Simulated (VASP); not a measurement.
# Te (Fm-3m) in VASP: further runs

Te is run at these levels: RPBE; tasks: single point.

Program: VASP 6.6.1. These are calculated values, not measurements. Logs are shortened: lines on timing, memory, paths and dates and some standing lists are left out, and cuts for length are marked.

## 1. The cell of the first run

The structure is cubic, space group Fm-3m (No. 225). The conventional cell has a = 4.881 Å, b = 4.881 Å, c = 4.881 Å, α = 90.00°, β = 90.00°, γ = 90.00°. Within 4.5 Å of Te (site symmetry m-3m) lie 12 Te at 3.45 Å.

## 2. Single point, RPBE

Contents of INCAR:

```
SYSTEM = Te
PREC = Accurate ; ENCUT = 520
EDIFF = 1E-6 ; ISMEAR = -1
SIGMA = 0.1 ; LREAL = .FALSE.
LASPH = .TRUE. ; NELM = 80
ALGO = Normal ; ISIF = 2
LWAVE = .FALSE. ; LCHARG = .FALSE.
GGA = RP ; NBANDS = 9
```

Contents of KPOINTS:

```
Automatic mesh
0
G
  11 11 11
  0 0 0
```

Contents of POSCAR:

```
Te
1.0
    0.0000000000      2.4403005209      2.4403005209
    2.4403005209      0.0000000000      2.4403005209
    2.4403005209      2.4403005209      0.0000000000
Te
1
Direct
    0.0000000000      0.0000000000      0.0000000000
```

Potentials or basis: VASP PAW PBE potentials, release 64 (Te).

Run with:

```bash
cat potpaw_PBE.64/Te/POTCAR > POTCAR
mpirun -np 1 vasp_std > vasp.out
```

OUTCAR:

```text
SYSTEM = Te
   PREC = Accurate
   ENCUT = 520
   EDIFF = 1E-6
   ISMEAR = -1
   LREAL = .FALSE.
   LASPH = .TRUE.
   NELM = 80
   ISIF = 2
   GGA = RP

 ion  position               nearest neighbor table
   1  0.000  0.000  0.000-

  LATTYP: Found a face centered cubic cell.
 ALAT       =     4.8806010418

  Lattice vectors:

 A1 = (   0.0000000000,   2.4403005209,   2.4403005209)
 A2 = (   2.4403005209,   0.0000000000,   2.4403005209)
 A3 = (   2.4403005209,   2.4403005209,   0.0000000000)

Analysis of symmetry for initial positions (statically):
=====================================================================
 Subroutine PRICEL returns:
 Original cell was already a primitive cell.

 Routine SETGRP: Setting up the symmetry group for a
 face centered cubic supercell.

 Subroutine GETGRP returns: Found 48 space group operations
 (whereof 48 operations were pure point group operations)
 out of a pool of 48 trial point group operations.

The static configuration has the point symmetry O_h .

Analysis of symmetry for dynamics (positions and initial velocities):
=====================================================================
 Subroutine PRICEL returns:
 Original cell was already a primitive cell.

 Routine SETGRP: Setting up the symmetry group for a
 face centered cubic supercell.

 Subroutine GETGRP returns: Found 48 space group operations
 (whereof 48 operations were pure point group operations)
 out of a pool of 48 trial point group operations.

The dynamic configuration has the point symmetry O_h .

 Subroutine INISYM returns: Found 48 space group operations
 (whereof 48 operations are pure point group operations),
 and found     1 'primitive' translations

----------------------------------------------------------------------------------------

                                     Primitive cell

  volume of cell :      29.0643

  direct lattice vectors                    reciprocal lattice vectors
     0.000000000  2.440300521  2.440300521    -0.204892797  0.204892797  0.204892797
     2.440300521  0.000000000  2.440300521     0.204892797 -0.204892797  0.204892797
     2.440300521  2.440300521  0.000000000     0.204892797  0.204892797 -0.204892797

  length of vectors
     3.451106093  3.451106093  3.451106093     0.354884735  0.354884735  0.354884735

  position of ions in fractional coordinates (direct lattice)
     0.000000000  0.000000000  0.000000000

  ion indices of the primitive-cell ions
   primitive index   ion index
                 1           1

----------------------------------------------------------------------------------------

 KPOINTS: Automatic mesh

Automatic generation of k-mesh.
 Grid dimensions read from file:
 generate k-points for:   11   11   11

 Generating k-lattice:

  Cartesian coordinates                     Fractional coordinates (reciprocal lattice)
    -0.018626618  0.018626618  0.018626618     0.090909091  0.000000000  0.000000000
     0.018626618 -0.018626618  0.018626618     0.000000000  0.090909091  0.000000000
     0.018626618  0.018626618 -0.018626618     0.000000000  0.000000000  0.090909091

  Length of vectors
     0.032262249  0.032262249  0.032262249

  Shift w.r.t. Gamma in fractional coordinates (k-lattice)
     0.000000000  0.000000000  0.000000000

 Subroutine IBZKPT returns following result:
 ===========================================

 Found     56 irreducible k-points:

 Following reciprocal coordinates:
            Coordinates               Weight
  0.000000  0.000000  0.000000      1.000000
  0.090909  0.000000  0.000000      8.000000
  0.181818  0.000000  0.000000      8.000000
  0.272727  0.000000  0.000000      8.000000
  0.363636  0.000000  0.000000      8.000000
  0.454545  0.000000  0.000000      8.000000
[... 16 lines left out ...]
 -0.272727  0.181818  0.000000     24.000000
 -0.181818  0.181818  0.000000     12.000000
 [... further k-points ...]
   k-points           NKPTS =     56   k-points in BZ     NKDIM =     56   number of bands    NBANDS=      9
   number of dos      NEDOS =    301   number of ions     NIONS =      1
   total plane-waves  NPLWV =  21952
   dimension x,y,z NGX =    28 NGY =   28 NGZ =   28
   dimension x,y,z NGXF=    56 NGYF=   56 NGZF=   56
   ions per type =               1
   NGX,Y,Z   is equivalent  to a cutoff of  13.49, 13.49, 13.49 a.u.
   NGXF,Y,Z  is equivalent  to a cutoff of  26.98, 26.98, 26.98 a.u.
 SYSTEM =  Te
   PREC   = accura    normal or accurate (medium, high low for compatibility)
   ISTART =      0    job   : 0-new  1-cont  2-samecut
   ICHARG =      2    charge: 1-file 2-atom 10-const
   ISPIN  =      1    spin polarized calculation?
   LNONCOLLINEAR =      F non collinear calculations
   LSORBIT =      F    spin-orbit coupling
   LASPH  =      T    aspherical Exc in radial PAW
   ENCUT  =  520.0 eV  38.22 Ry    6.18 a.u.   6.42  6.42  6.42*2*pi/ulx,y,z
   NELM   =     80;   NELMIN=  2; NELMDL= -5     # of ELM steps
   EDIFF  = 0.1E-05   stopping-criterion for ELM
   LREAL  =      F    real-space projection
   EDIFFG = 0.1E-04   stopping-criterion for IOM
   NSW    =      0    number of steps for IOM
   IBRION =     -1    ionic relax: 0-MD 1-quasi-New 2-CG
   NFREE  =      0    steps in history (QN), initial steepest desc. (CG)
   ISIF   =      2    stress and relaxation
   ISYM   =      2    0-nonsym 1-usesym 2-fastsym
   POTIM  = 0.5000    time-step for ionic-motion
   TEBEG  =    0.0;   TEEND  =   0.0 temperature during run
   PSTRESS=    0.0 pullay stress
   NELECT =       6.0000    total number of electrons
   NUPDOWN=      -1.0000    fix difference up-down
   EMIN   =  10.00;   EMAX   =-10.00  energy-range for DOS
   EFERMI =   0.00;   METHOD = LEGACY
   ISMEAR =    -1;   SIGMA  =   0.10  broadening in eV -4-tet -1-fermi 0-gaus
   EFERMI_NEDOS =   21; number of points for ismear=-14 and -15
   IALGO  =     38    algorithm
   IMIX   =      4    mixing-type and parameters
     AMIX     =   0.40;   BMIX     =  1.00
     AMIX_MAG =   1.60;   BMIX_MAG =  1.00
  volume/ion in A,a.u.               =      29.06       196.14
  Fermi-wavevector in a.u.,A,eV,Ry     =   0.967547  1.828398 12.737048  0.936147
  Thomas-Fermi vector in A             =   2.097442
   LORBIT       =      0    0 simple, 1 ext, 2 COOP (PROOUT), +10 PAW based schemes
   GGA     = RP    functional components
   LHFCALC =     F    Hartree Fock is set to
   AEXX    =    0.0000 exact exchange contribution
   IVDW    =     0    specifies the selected vdW correction
   LEPSILON=     F    determine dielectric tensor
   LRPA    =     F    only Hartree local field effects (RPA)
 non-spin polarized calculation
  energy-cutoff  :      520.00
  volume of cell :       29.06
 maximum number of plane-waves:       801
 NGX is ok and might be reduce to    28
   NGX = 13   NGY = 13   NGZ = 13

 number of electron       6.0000000 magnetization

 Free energy of the ion-electron system (eV)
  ---------------------------------------------------
  ext. energy  EPLUGINS =         0.00000000
  ---------------------------------------------------
  free energy    TOTEN  =        -2.34190414 eV

  energy without entropy =       -2.31045308  energy(sigma->0) =       -2.32617861

 E-fermi :   7.5843     XC(G=0):  -9.9439

 val. band max:        7.5529499663   @ k =  -0.2727   0.3636   0.0909
 cond. band min:       7.5911449217   @ k =   0.4545   0.2727   0.0000
 fundamental gap:      0.0381949554
 Fermi energy:         7.5843428395

 k-point     1 :       0.0000    0.0000    0.0000
  band No.  band energies     occupation
      1      -6.0507      2.00000
      2      10.5052      0.00000
      3      10.5052      0.00000
      4      10.5052      0.00000
      5      17.0416      0.00000
      6      17.0416      0.00000
      7      17.0416      0.00000
      8      17.1154      0.00000
      9      18.1667      0.00000

 k-point     2 :       0.0909    0.0000    0.0000
  band No.  band energies     occupation
      1      -5.9128      2.00000
      2       9.4361      0.00000
      3      10.3717      0.00000
      4      10.3717      0.00000
      5      16.1865      0.00000
      6      17.2971      0.00000
      7      17.2971      0.00000
      8      17.8858      0.00000
      9      19.6885      0.00000

 k-point     3 :       0.1818    0.0000    0.0000
  band No.  band energies     occupation
      1      -5.5066      2.00000
      2       7.3005      1.88939
      3      10.0545      0.00000
      4      10.0545      0.00000
      5      15.3841      0.00000
      6      17.6537      0.00000
      7      17.6537      0.00000
      8      19.3745      0.00000
      9      19.7391      0.00000

 k-point     4 :       0.2727    0.0000    0.0000
  band No.  band energies     occupation
      1      -4.8640      2.00000
      2       5.0847      2.00000
      3       9.7034      0.00000
      4       9.7034      0.00000
      5      14.8718      0.00000
      6      17.2443      0.00000
      7      17.2443      0.00000
      8      18.9345      0.00000
      9      20.5310      0.00000
[... 205 lines left out ...]
 k-point    22 :      -0.3636    0.1818    0.0000
  band No.  band energies     occupation
      1      -3.2160      2.00000
      2       2.7403      2.00000
      3       6.4275      1.99998
      4       8.8752      0.00000
      5      14.2449      0.00000
      6      17.1981      0.00000
      7      17.7374      0.00000
      8      21.3850      0.00000
      9      21.5033      0.00000

 k-point    23 :      -0.2727    0.1818    0.0000
  band No.  band energies     occupation
      1      -3.9231      2.00000
      2       4.0971      2.00000
      3       6.4952      1.99996
      4       9.4282      0.00000
      5      15.0205      0.00000
      6      17.1082      0.00000
      7      17.7354      0.00000
      8      19.6515      0.00000
      9      19.7915      0.00000

 k-point    24 :      -0.1818    0.1818    0.0000
  band No.  band energies     occupation
      1      -4.6473      2.00000
      2       5.6019      2.00000
      3       7.1707      1.96855
      4       9.9614      0.00000
      5      16.0651      0.00000
      6      16.7484      0.00000
      7      17.9591      0.00000
      8      18.3512      0.00000
      9      18.5860      0.00000

 [... further k-points ...]

------------------------ aborting loop because EDIFF is reached ----------------------------------------

  FORCE on cell =-STRESS in cart. coord.  units (eV):
  Direction    XX          YY          ZZ          XY          YZ          ZX
  --------------------------------------------------------------------------------------
  -------------------------------------------------------------------------------------
  Total       -0.0322619     -0.0322619     -0.0322619      0.0000000      0.0000000     -0.0000000
  in kB       -1.7784470     -1.7784470     -1.7784470      0.0000000      0.0000000     -0.0000000
  external PRESSURE =      -1.7784470 kB  Pullay stress =       0.0000000 kB

 VOLUME and BASIS-vectors are now :
 -----------------------------------------------------------------------------
  energy-cutoff  :      520.00
  volume of cell :       29.06
      direct lattice vectors                 reciprocal lattice vectors
     0.000000000  2.440300521  2.440300521    -0.204892797  0.204892797  0.204892797
     2.440300521  0.000000000  2.440300521     0.204892797 -0.204892797  0.204892797
     2.440300521  2.440300521  0.000000000     0.204892797  0.204892797 -0.204892797

 POSITION                                       TOTAL-FORCE (eV/Angst)
 -----------------------------------------------------------------------------------
      0.00000      0.00000      0.00000         0.000000     -0.000000     -0.000000
 -----------------------------------------------------------------------------------
    total drift:                                0.000000      0.000000      0.000000

  FREE ENERGIE OF THE ION-ELECTRON SYSTEM (eV)
  ---------------------------------------------------
  free  energy   TOTEN  =        -2.3419041357 eV

  energy  without entropy=       -2.3104530760  energy(sigma->0) =       -2.32617861
```

It took 7.3 s on 1 thread of Intel Xeon Platinum 8488C (Sapphire Rapids), shared host; peak memory 0.16 GiB.

Results:

* Free energy: -2.3419 eV
* Pressure: -0.2 GPa
* Band gap on the k mesh: zero (band 3 reaches 10.51 eV, above the bottom of band 4 at 5.94 eV)

Caveat: the PAW data sets were made with another functional, which shifts forces and pressure a little; spin-orbit coupling is left out, which moves the levels of the heavy elements.

[end of part 1 of 2]
